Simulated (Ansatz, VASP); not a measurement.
## One calculation of BaNaF, two programs

```
Na Ba F
1.0
     4.44220    0.00000    0.00000
    -2.22110    3.84706    0.00000
     0.00000    0.00000    6.72212
Na Ba F
1 1 1
Direct
  0.00000 0.00000 0.00000
  0.33333 0.66667 0.50000
  0.66667 0.33333 0.50000
```

Change from the starting cell: species swapped into the HoCuSi type (P-6m2, No. 187).

Alike in both runs: functional PBE; k mesh 6 × 6 × 4; occupations gaussian, width 0.1 eV; no spin polarisation.

Ansatz relaxed the structure, and its values are those at the end. VASP's run is a single point on that final structure, the one shown.

|  | VASP | Ansatz |
| --- | --- | --- |
| version | VASP 6.6.1 | Ansatz 0.2.0 |
| potentials or method | VASP PAW PBE potentials, release 64 (Na_sv, Ba_sv, F), cutoff 1130 eV | scalar-relativistic, plane waves, PAW |
| valence electrons in the cell | 26 | 26 |

```csv
,VASP,Ansatz,Ansatz less VASP
gap on the k mesh at the Fermi level (eV),none,none,-
pressure (GPa),0.4,0.1,-0.31
```

A gap of «none» marks a metal or a gap that the smearing closes.

Spin-orbit coupling is off throughout.
